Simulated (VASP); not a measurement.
## W: single point with PBE

Crystal: W.

```xyz
1
Lattice="-1.5537 1.5537 1.5537 1.5537 -1.5537 1.5537 1.5537 1.5537 -1.5537" Properties=species:S:1:pos:R:3 pbc="T T T"
W     0.0000    0.0000    0.0000
```

```json
{
 "Program": "VASP 6.6.1",
 "Task": "single point",
 "Functional": "PBE",
 "Potentials or basis": "VASP PAW PBE potentials, release 64 (W_sv)",
 "Cutoff": "520 eV",
 "k mesh": "13 × 13 × 13",
 "Occupations": "fermi-dirac, width 0.1 eV",
 "Spin": "no spin polarisation"
}
```

```yaml
Pressure: 26.4 GPa
Band_gap_on_the_k_mesh: zero (band 7 reaches 17.12 eV, above the bottom of band 8 at 10.93 eV)
```

Levels at points of the mesh, in eV from the Fermi level:
```csv
k point,band 5,band 6,band 7,band 8,band 9,band 10
"(0.00, 0.00, 0.00)",-9.97,-1.36,-1.36,-1.36,2.36,2.36
```

Wall time 5.5 s on 1 thread of Intel(R) Xeon(R) 6975P-C (Granite Rapids), on a shared host, peak memory 0.13 GiB.

Caveat: spin-orbit coupling is left out, which moves the levels of the heavy elements.
